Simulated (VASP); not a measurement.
SrCl2, 3 atoms in the cell. It takes space group Fm-3m (No. 225, cubic). Conventional cell: a = 6.712 Å, b = 6.712 Å, c = 6.712 Å, α = 90.00°, β = 90.00°, γ = 90.00°. Within 3.8 Å of Sr (site symmetry m-3m) lie 8 Cl at 2.91 Å. Within 3.8 Å of Cl (site symmetry -43m) lie 4 Sr at 2.91 Å and 6 Cl at 3.36 Å. 

- Program: VASP 6.6.1
- Task: single point
- Functional: PBEsol
- Potentials or basis: VASP PAW PBE potentials, release 64 (Sr_sv, Cl)
- Cutoff: 520 eV
- k mesh: 6 × 6 × 6
- Occupations: gaussian, width 0.01 eV
- Spin: no spin polarisation
- Dipole correction: no
- Further INCAR settings: ALGO = Normal; EDIFF = 1e-06; NBANDS = 19

Potentials or basis: VASP PAW PBE potentials, release 64 (Sr_sv, Cl).

Command:

```bash
$ cat potpaw_PBE.64/Sr_sv/POTCAR potpaw_PBE.64/Cl/POTCAR > POTCAR
$ mpirun -np 1 vasp_std > vasp.out
```

Hardware: 1 thread of Intel Xeon 6975P-C (shared host).

How long does it take, and how much memory?

It took 20 s on 1 thread of Intel Xeon 6975P-C (shared host), peak memory 0.21 GiB. Counts: scf iterations 13, k points 16.
